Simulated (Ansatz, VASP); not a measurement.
One calculation of Te2Mo, two programs

File INCAR:

```
SYSTEM = Te2Mo
ALGO     = Normal         ! electronic algorithm
EDIFF    = 1E-6           ! SCF threshold, eV
ENCUT    = 520            ! plane-wave cutoff, eV
GGA      = PE             ! functional
ISIF     = 2              ! what is computed and relaxed
ISMEAR   = -1             ! smearing method
LASPH    = .True.         ! aspherical terms in the spheres
LCHARG   = .False.        ! write CHGCAR
LREAL    = .False.        ! projectors in reciprocal space
LWAVE    = .False.        ! write WAVECAR
NBANDS   = 20             ! bands
NELM     = 80             ! most SCF steps
PREC     = Accurate       ! precision mode
SIGMA    = 0.02           ! smearing width, eV
```

KPOINTS

```
k-points
0
Gamma
  8 8 8
  0 0 0
```

The input POSCAR:

```
Te2Mo
1.0
    1.7509539876      1.0109137561      7.0687660182
   -1.7509539876      1.0109137561      7.0687660182
    0.0000000000     -2.0218275121      7.0687660182
Mo Te
1 2
Direct
    0.0000000000      0.0000000000      0.0000000000
    0.2465646676      0.2465646676      0.2465646676
    0.7534353324      0.7534353324      0.7534353324
```

Input for Ansatz:

```yaml
crystal:
  lattice:
    - [1.7509539876, 1.0109137561, 7.0687660182]
    - [-1.7509539876, 1.0109137561, 7.0687660182]
    - [0.0, -2.0218275121, 7.0687660182]
  atoms:
    - { symbol: Mo, position: [0.0, 0.0, 0.0] }
    - { symbol: Te, position: [0.2465646676, 0.2465646676, 0.2465646676] }
    - { symbol: Te, position: [0.7534353324, 0.7534353324, 0.7534353324] }
kpoints:
  mp_grid: { grid: [8, 8, 8] }
  band_path:
    path:
      - [[0.0, 0.0, 0.0], [0.5, 0.5, 0.5], [0.81969850292, 0.18030149708, 0.5]]
      - [[0.5, -0.18030149708, 0.18030149708], [0.5, 0.0, 0.0], [0.0, 0.0, 0.0], [0.34015074854, -0.34015074854, 0.0]]
      - [[0.65984925146, 0.0, 0.34015074854], [0.5, 0.0, 0.5], [0.0, 0.0, 0.0]]
    npoints: 10
hamiltonian:
  xc: pbe
scf:
  occupations: { method: fermi_dirac, width: 0.02 }
  n_extra_bands: 4
output:
  forces: true
  stress: true
  eigenvalues: true
```

Alike in both runs: task single point; functional PBE; k mesh 8 × 8 × 8; occupations fermi-dirac, width 0.02 eV; no spin polarisation.

```csv
,VASP,Ansatz
version,VASP 6.6.1,Ansatz 0.2.0
potentials or method,"VASP PAW PBE potentials, release 64 (Mo_sv, Te)","plane waves, PAW"
plane-wave cutoff (eV),520,420
valence electrons in the cell,26,46
```

VASP gave:

| Property | Result |
| --- | --- |
| pressure (GPa) | 1.8 |
| traceless stress, the component that is largest in VASP (GPa) | 1.08 |
| rms of the force components (eV/Å) | 0.122 |

Estimate Ansatz's values.

pressure (GPa): 1.8; traceless stress, the component that is largest in VASP (GPa): 1.03; rms of the force components (eV/Å): 0.116.

Atom by atom the forces differ by 0.006 eV/Å (rms over components). With one functional, cell and mesh, what is left measures potentials, basis and numerics. VASP's potentials hold 26 valence electrons a cell and Ansatz's 46, so a difference there can come from the potentials and not from the codes.

Neither program's run includes spin-orbit coupling.
